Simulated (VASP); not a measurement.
# NaH: single point with r2SCAN

NaH:

```xyz
2
Lattice="2.3732 2.3732 0.0000 -2.3732 2.3732 0.0000 0.0000 2.3732 2.4116" Properties=species:S:1:pos:R:3 pbc="T T T"
Na    0.0000    0.0000    0.0000
H     0.0000    2.3732    0.0000
```

This cell differs from its parent crystal: in-plane strain -0.01.

| Quantity | Value |
| --- | --- |
| Program | VASP 6.6.1 |
| Task | single point |
| Functional | r2SCAN |
| Potentials or basis | VASP PAW PBE potentials, release 64 (Na_pv, H) |
| Cutoff | 520 eV |
| k mesh | 8 × 8 × 8 |
| Occupations | gaussian, width 0.01 eV |
| Spin | no spin polarisation |

| Property | Result |
| --- | --- |
| Pressure | 0.1 GPa |
| Band gap on the k mesh | 4.42 eV, indirect (least direct gap 5.29 eV) |

Stress tensor (GPa, compression positive):
```
 0.38  0.00  0.00
 0.00  0.38  0.00
 0.00  0.00 -0.41
```

Levels at points of the mesh, in eV from the valence-band top:
```tsv
k point	band 1	band 2	band 3	band 4	band 5	band 6	band 7	band 8
(0.00, 0.00, 0.00)	-22.85	-22.84	-22.84	-3.67	11.77	16.57	16.66	16.66
(0.50, 0.00, 0.00)	-22.94	-22.86	-22.85	-0.86	4.42	11.95	14.01	14.26
(0.50, 0.50, 0.00)	-22.93	-22.88	-22.88	-0.16	5.33	10.79	11.54	11.56
(0.00, 0.00, 0.50)	-22.93	-22.87	-22.87	-0.24	5.13	10.95	11.76	11.76
```

It took 41 s on 1 thread of Intel(R) Xeon(R) 6975P-C (Granite Rapids), on a shared host, peak memory 0.16 GiB.

Caveat: the cell differs from its parent crystal (in-plane strain -0.01); the PAW data sets were made with another functional, which shifts forces and pressure a little. A k mesh can miss the band edges.
